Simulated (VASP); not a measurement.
# C (Fd-3m) in VASP: further runs

The runs below take C through single point, with PBEsol.

Everything below comes from runs of VASP 6.6.1. Logs are shortened: lines on timing, memory, paths and dates and some standing lists are left out, and cuts for length are marked.

### Step 1. The cell of the first run

The structure is cubic, space group Fd-3m (No. 227). Conventional cell: a = 3.654 Å, b = 3.654 Å, c = 3.654 Å, α = 90.00°, β = 90.00°, γ = 90.00°. C (site symmetry -43m) has 4 C at 1.58 Å within 2.1 Å.

### Step 2. Single point, PBEsol

Contents of INCAR:

```
ALGO = Normal
EDIFF = 1E-6
ENCUT = 600
GGA = PS
GGA_COMPAT = False
ISIF = 2
ISMEAR = 0
LASPH = True
LCHARG = False
LREAL = False
LWAVE = False
NBANDS = 11
NELM = 120
PREC = Accurate
SIGMA = 0.01
```

Contents of KPOINTS:

```
k-points
0
Gamma
  9 9 9
```

Contents of POSCAR:

```
C
1.0
    0.0000000000      1.8268838843      1.8268838843
    1.8268838843      0.0000000000      1.8268838843
    1.8268838843      1.8268838843      0.0000000000
C
2
Direct
    0.0000000000      0.0000000000      0.0000000000
    0.2500000000      0.2500000000      0.2500000000
```

Potentials or basis: VASP PAW PBE potentials, release 64 (C).

Run with:

```console
> cat potpaw_PBE.64/C/POTCAR > POTCAR
> mpirun -np 1 vasp_std > vasp.out
```

OUTCAR:

```text
EDIFF = 1E-6
   ENCUT = 600
   GGA = PS
   ISIF = 2
   ISMEAR = 0
   LASPH = True
   LREAL = False
   NELM = 120
   PREC = Accurate

 ion  position               nearest neighbor table
   1  0.000  0.000  0.000-   2 1.58   2 1.58   2 1.58   2 1.58
   2  0.250  0.250  0.250-   1 1.58   1 1.58   1 1.58   1 1.58

  LATTYP: Found a face centered cubic cell.
 ALAT       =     3.6537677686

  Lattice vectors:

 A1 = (   0.0000000000,   1.8268838843,   1.8268838843)
 A2 = (   1.8268838843,   0.0000000000,   1.8268838843)
 A3 = (   1.8268838843,   1.8268838843,   0.0000000000)

Analysis of symmetry for initial positions (statically):
=====================================================================
 Subroutine PRICEL returns:
 Original cell was already a primitive cell.

 Routine SETGRP: Setting up the symmetry group for a
 face centered cubic supercell.

 Subroutine GETGRP returns: Found 48 space group operations
 (whereof 24 operations were pure point group operations)
 out of a pool of 48 trial point group operations.

The static configuration has the point symmetry T_d .
 The point group associated with its full space group is O_h .

Analysis of symmetry for dynamics (positions and initial velocities):
=====================================================================
 Subroutine PRICEL returns:
 Original cell was already a primitive cell.

 Routine SETGRP: Setting up the symmetry group for a
 face centered cubic supercell.

 Subroutine GETGRP returns: Found 48 space group operations
 (whereof 24 operations were pure point group operations)
 out of a pool of 48 trial point group operations.

The dynamic configuration has the point symmetry T_d .
 The point group associated with its full space group is O_h .

 Subroutine INISYM returns: Found 48 space group operations
 (whereof 24 operations are pure point group operations),
 and found     1 'primitive' translations

----------------------------------------------------------------------------------------

                                     Primitive cell

  volume of cell :      12.1945

  direct lattice vectors                    reciprocal lattice vectors
     0.000000000  1.826883884  1.826883884    -0.273690082  0.273690082  0.273690082
     1.826883884  0.000000000  1.826883884     0.273690082 -0.273690082  0.273690082
     1.826883884  1.826883884  0.000000000     0.273690082  0.273690082 -0.273690082

  length of vectors
     2.583603966  2.583603966  2.583603966     0.474045127  0.474045127  0.474045127

  position of ions in fractional coordinates (direct lattice)
     0.000000000  0.000000000  0.000000000
     0.250000000  0.250000000  0.250000000

  ion indices of the primitive-cell ions
   primitive index   ion index
                 1           1
                 2           2

----------------------------------------------------------------------------------------

 KPOINTS: k-points

Automatic generation of k-mesh.
 Grid dimensions read from file:
 generate k-points for:    9    9    9

 Generating k-lattice:

  Cartesian coordinates                     Fractional coordinates (reciprocal lattice)
    -0.030410009  0.030410009  0.030410009     0.111111111  0.000000000  0.000000000
     0.030410009 -0.030410009  0.030410009     0.000000000  0.111111111  0.000000000
     0.030410009  0.030410009 -0.030410009     0.000000000  0.000000000  0.111111111

  Length of vectors
     0.052671681  0.052671681  0.052671681

  Shift w.r.t. Gamma in fractional coordinates (k-lattice)
     0.000000000  0.000000000  0.000000000

 Subroutine IBZKPT returns following result:
 ===========================================

 Found     35 irreducible k-points:

 Following reciprocal coordinates:
            Coordinates               Weight
  0.000000  0.000000  0.000000      1.000000
  0.111111  0.000000  0.000000      8.000000
  0.222222  0.000000  0.000000      8.000000
  0.333333  0.000000  0.000000      8.000000
  0.444444  0.000000  0.000000      8.000000
  0.111111  0.111111  0.000000      6.000000
[... 16 lines left out ...]
 -0.333333  0.333333  0.000000     12.000000
  0.444444  0.444444  0.000000      6.000000
 [... further k-points ...]
   k-points           NKPTS =     35   k-points in BZ     NKDIM =     35   number of bands    NBANDS=     11
   number of dos      NEDOS =    301   number of ions     NIONS =      2
   total plane-waves  NPLWV =  13824
   dimension x,y,z NGX =    24 NGY =   24 NGZ =   24
   dimension x,y,z NGXF=    48 NGYF=   48 NGZF=   48
   ions per type =               2
   NGX,Y,Z   is equivalent  to a cutoff of  15.44, 15.44, 15.44 a.u.
   NGXF,Y,Z  is equivalent  to a cutoff of  30.89, 30.89, 30.89 a.u.
 SYSTEM =  unknown system
   PREC   = accura    normal or accurate (medium, high low for compatibility)
   ISTART =      0    job   : 0-new  1-cont  2-samecut
   ICHARG =      2    charge: 1-file 2-atom 10-const
   ISPIN  =      1    spin polarized calculation?
   LNONCOLLINEAR =      F non collinear calculations
   LSORBIT =      F    spin-orbit coupling
   LASPH  =      T    aspherical Exc in radial PAW
   ENCUT  =  600.0 eV  44.10 Ry    6.64 a.u.   5.16  5.16  5.16*2*pi/ulx,y,z
   NELM   =    120;   NELMIN=  2; NELMDL= -5     # of ELM steps
   EDIFF  = 0.1E-05   stopping-criterion for ELM
   LREAL  =      F    real-space projection
   EDIFFG = 0.1E-04   stopping-criterion for IOM
   NSW    =      0    number of steps for IOM
   IBRION =     -1    ionic relax: 0-MD 1-quasi-New 2-CG
   NFREE  =      0    steps in history (QN), initial steepest desc. (CG)
   ISIF   =      2    stress and relaxation
   ISYM   =      2    0-nonsym 1-usesym 2-fastsym
   POTIM  = 0.5000    time-step for ionic-motion
   TEBEG  =    0.0;   TEEND  =   0.0 temperature during run
   PSTRESS=    0.0 pullay stress
   NELECT =       8.0000    total number of electrons
   NUPDOWN=      -1.0000    fix difference up-down
   EMIN   =  10.00;   EMAX   =-10.00  energy-range for DOS
   EFERMI =   0.00;   METHOD = LEGACY
   ISMEAR =     0;   SIGMA  =   0.01  broadening in eV -4-tet -1-fermi 0-gaus
   EFERMI_NEDOS =   21; number of points for ismear=-14 and -15
   IALGO  =     38    algorithm
   IMIX   =      4    mixing-type and parameters
     AMIX     =   0.40;   BMIX     =  1.00
     AMIX_MAG =   1.60;   BMIX_MAG =  1.00
  volume/ion in A,a.u.               =       6.10        41.15
  Fermi-wavevector in a.u.,A,eV,Ry     =   1.422494  2.688125 27.531255  2.023490
  Thomas-Fermi vector in A             =   2.543192
   LORBIT       =      0    0 simple, 1 ext, 2 COOP (PROOUT), +10 PAW based schemes
   GGA     = PS    functional components
   LHFCALC =     F    Hartree Fock is set to
   AEXX    =    0.0000 exact exchange contribution
   IVDW    =     0    specifies the selected vdW correction
   LEPSILON=     F    determine dielectric tensor
   LRPA    =     F    only Hartree local field effects (RPA)
 non-spin polarized calculation
 Gauss-broadening in eV      SIGMA  =   0.01
  energy-cutoff  :      600.00
  volume of cell :       12.19
 maximum number of plane-waves:       419
 NGX is ok and might be reduce to    24
   NGX = 11   NGY = 11   NGZ = 11

 number of electron       8.0000000 magnetization

 Free energy of the ion-electron system (eV)
  ---------------------------------------------------
  ext. energy  EPLUGINS =         0.00000000
  ---------------------------------------------------
  free energy    TOTEN  =       -19.15536770 eV

  energy without entropy =      -19.15536770  energy(sigma->0) =      -19.15536770

 E-fermi :   8.7577     XC(G=0): -13.0788

 val. band max:        8.6901369090   @ k =   0.0000   0.0000   0.0000
 cond. band min:      12.5623828716   @ k =   0.3333   0.3333   0.0000
 fundamental gap:      3.8722459626
 Fermi energy:         8.7577018785

 k-point     1 :       0.0000    0.0000    0.0000
  band No.  band energies     occupation
      1     -11.8835      2.00000
      2       8.6901      2.00000
      3       8.6901      2.00000
      4       8.6901      2.00000
      5      14.0316      0.00000
      6      14.0316      0.00000
      7      14.0316      0.00000
      8      20.4500      0.00000
      9      26.7446      0.00000
     10      34.3728      0.00000
     11      34.3728      0.00000

 k-point     2 :       0.1111    0.0000    0.0000
  band No.  band energies     occupation
      1     -11.5576      2.00000
      2       6.7883      2.00000
      3       8.1910      2.00000
      4       8.1910      2.00000
      5      14.6865      0.00000
      6      14.6865      0.00000
      7      14.9967      0.00000
      8      20.8172      0.00000
      9      27.2775      0.00000
     10      31.6578      0.00000
     11      31.6578      0.00000

 k-point     3 :       0.2222    0.0000    0.0000
  band No.  band energies     occupation
      1     -10.5889      2.00000
      2       3.3067      2.00000
      3       7.2714      2.00000
      4       7.2714      2.00000
      5      15.8537      0.00000
      6      15.8537      0.00000
      7      15.9899      0.00000
      8      21.8173      0.00000
      9      28.0752      0.00000
     10      30.3347      0.00000
     11      30.3347      0.00000

 k-point     4 :       0.3333    0.0000    0.0000
  band No.  band energies     occupation
      1      -9.0138      2.00000
      2      -0.2514      2.00000
      3       6.5147      2.00000
      4       6.5147      2.00000
      5      16.4113      0.00000
      6      16.5718      0.00000
      7      16.5718      0.00000
      8      22.9078      0.00000
      9      28.3856      0.00000
     10      31.0559      0.00000
     11      31.0559      0.00000
[... 239 lines left out ...]
 k-point    22 :      -0.4444    0.3333    0.0000
  band No.  band energies     occupation
      1      -4.6720      2.00000
      2      -2.0564      2.00000
      3       0.6409      2.00000
      4       3.5734      2.00000
      5      13.9139      0.00000
      6      18.0230      0.00000
      7      22.2695      0.00000
      8      22.8729      0.00000
      9      27.3327      0.00000
     10      31.2395      0.00000
     11      34.6962      0.00000

 k-point    23 :      -0.3333    0.3333    0.0000
  band No.  band energies     occupation
      1      -4.8582      2.00000
      2      -1.8288      2.00000
      3      -0.1366      2.00000
      4       4.2952      2.00000
      5      14.6649      0.00000
      6      20.8593      0.00000
      7      21.3328      0.00000
      8      22.5633      0.00000
      9      24.7882      0.00000
     10      31.5523      0.00000
     11      32.0118      0.00000

 k-point    24 :       0.4444    0.4444    0.0000
  band No.  band energies     occupation
      1      -5.2234      2.00000
      2      -1.8560      2.00000
      3       2.8829      2.00000
      4       2.8829      2.00000
      5      12.7335      0.00000
      6      13.8008      0.00000
      7      24.0691      0.00000
      8      24.0691      0.00000
      9      29.9369      0.00000
     10      30.7684      0.00000
     11      40.0359      0.00000

 [... further k-points ...]
[... 5 lines left out ...]
  --------------------------------------------------------------------------------------
  -------------------------------------------------------------------------------------
  Total       -2.4282141     -2.4282141     -2.4282141     -0.0000000      0.0000000      0.0000000
  in kB     -319.0323576   -319.0323576   -319.0323576     -0.0000000      0.0000000      0.0000000
  external PRESSURE =    -319.0323576 kB  Pullay stress =       0.0000000 kB

 VOLUME and BASIS-vectors are now :
 -----------------------------------------------------------------------------
  energy-cutoff  :      600.00
  volume of cell :       12.19
      direct lattice vectors                 reciprocal lattice vectors
     0.000000000  1.826883884  1.826883884    -0.273690082  0.273690082  0.273690082
     1.826883884  0.000000000  1.826883884     0.273690082 -0.273690082  0.273690082
     1.826883884  1.826883884  0.000000000     0.273690082  0.273690082 -0.273690082

 POSITION                                       TOTAL-FORCE (eV/Angst)
 -----------------------------------------------------------------------------------
      0.00000      0.00000      0.00000        -0.000000      0.000000      0.000000
      0.91344      0.91344      0.91344         0.000000     -0.000000     -0.000000
 -----------------------------------------------------------------------------------
    total drift:                               -0.000000     -0.000000      0.000000

  FREE ENERGIE OF THE ION-ELECTRON SYSTEM (eV)
  ---------------------------------------------------
  free  energy   TOTEN  =       -19.1553676983 eV

  energy  without entropy=      -19.1553676983  energy(sigma->0) =      -19.15536770
```

Wall time 8.4 s (1 thread of Intel Xeon 8259CL, shared host); peak memory 0.13 GiB.

What came out:

* Free energy: -19.1554 eV
* Pressure: -31.9 GPa
* Band gap on the k mesh: 3.87 eV, indirect (least direct gap 5.34 eV)

Caveat: the PAW data sets were made with another functional, which shifts forces and pressure a little. A k mesh can miss the band edges.

### Step 3. Single point, PBEsol

This run uses another cell than the first one, of 6.24 Å³/atom, 1.023 times its volume.

Contents of INCAR:

```
SYSTEM = C
  PREC = Accurate
  ENCUT = 600
  EDIFF = 1E-6
  ISMEAR = 0
  SIGMA = 0.01
  LREAL = .FALSE.
  LASPH = .TRUE.
  NELM = 120
  ALGO = Normal
  ISIF = 2
  LWAVE = .FALSE.
  LCHARG = .FALSE.
  GGA = PS
  NBANDS = 11
  GGA_COMPAT = .FALSE.
```

Contents of KPOINTS:

```
Automatic mesh
0
G
  9 9 9
  0 0 0
```

Contents of POSCAR:

```
C
1.0
    0.0000000000      1.8409373895      1.8409373895
    1.8409373895      0.0000000000      1.8409373895
    1.8409373895      1.8409373895      0.0000000000
C
2
Direct
    0.0000000000      0.0000000000      0.0000000000
    0.2500000000      0.2500000000      0.2500000000
```

Potentials or basis: VASP PAW PBE potentials, release 64 (C).

Run with:

```console
> cat potpaw_PBE.64/C/POTCAR > POTCAR
> mpirun -np 1 vasp_std > vasp.out
```

It took 8.2 s on 1 thread of Intel Xeon 8259CL, shared host; peak memory 0.13 GiB.

It converged, with:

* Free energy: -19.0932 eV
* Pressure: -39.1 GPa
* Band gap on the k mesh: 3.82 eV, indirect (least direct gap 5.28 eV)

Levels at points of the mesh, in eV from the valence-band top:
```csv
k point,band 2,band 3,band 4,band 5,band 6,band 7
"(0.00, 0.00, 0.00)",0.00,0.00,0.00,5.28,5.28,5.28
```

Caveat: the PAW data sets were made with another functional, which shifts forces and pressure a little.
